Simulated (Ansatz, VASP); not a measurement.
# KF: VASP beside Ansatz

Contents of POSCAR:

```
KF
1.0
    0.1252534750      2.6735000000      2.6735000000
    2.7987534750      0.0000000000      2.7987534750
    2.6735000000      2.6735000000      0.1252534750
K F
1 1
Direct
    0.0000000000      0.0000000000      0.0000000000
    0.5000000000      0.5000000000      0.5000000000
```

File INCAR.step1:

```
SYSTEM = KF
ALGO = Normal
EDIFF = 1E-4
ENCUT = 520
GGA = PE
ISMEAR = 0
LASPH = .True.
LCHARG = .False.
LREAL = .False.
LWAVE = .True.
NBANDS = 15
NELM = 100
PREC = Accurate
SIGMA = 0.05
```

INCAR.step2

```
SYSTEM = KF
ALGO = Normal
EDIFF = 1E-6
ENCUT = 520
ISIF = 2
ISMEAR = 0
ISTART = 1
LASPH = .True.
LCHARG = .False.
LMIXTAU = .True.
LREAL = .False.
LWAVE = .False.
METAGGA = R2SCAN
NBANDS = 15
NELM = 100
PREC = Accurate
SIGMA = 0.05
```

Contents of KPOINTS:

```
k-points
0
Gamma
  8 8 8
  0 0 0
```

Input for Ansatz:

```yaml
crystal:
  lattice:
    - [0.125253475, 2.6735, 2.6735]
    - [2.798753475, 0.0, 2.798753475]
    - [2.6735, 2.6735, 0.125253475]
  atoms:
    - { symbol: K, position: [0.0, 0.0, 0.0] }
    - { symbol: F, position: [0.5, 0.5, 0.5] }
basis:
  ecutwfc: 500
kpoints:
  mp_grid: { grid: [8, 8, 8] }
hamiltonian:
  xc: r2scan
scf:
  occupations: { method: gaussian, width: 0.05 }
output:
  forces: true
  stress: true
  eigenvalues: true
```

Change from the starting cell: strain +0.0937 x Voigt [0, 0, 0, 0, 1, 0], atoms carried along.

Alike in both runs: task single point; functional r2SCAN; k mesh 8 × 8 × 8; occupations gaussian, width 0.05 eV; no spin polarisation.

```csv
,VASP,Ansatz
version,VASP 6.6.1,Ansatz 0.2.0
potentials or method,"VASP PAW PBE potentials, release 64 (K_sv, F), cutoff 520 eV","scalar-relativistic, plane waves, PAW"
valence electrons in the cell,16,16
```

Ansatz gave:

| Item | Value |
| --- | --- |
| gap on the k mesh at the Fermi level (eV) | 6.76 |
| least direct gap on the mesh (eV) | 6.76 |
| pressure (GPa) | -0.6 |
| traceless stress, the component that is largest in VASP (GPa) | -1.21 |

Problem. Which values does VASP return?

Solution. gap on the k mesh at the Fermi level (eV): 6.76; least direct gap on the mesh (eV): 6.76; pressure (GPa): -0.6; traceless stress, the component that is largest in VASP (GPa): -1.20.

VASP's potentials were made for PBE, not for r2SCAN. The functional is the same, so the differences come from potentials, cutoffs and numerics.
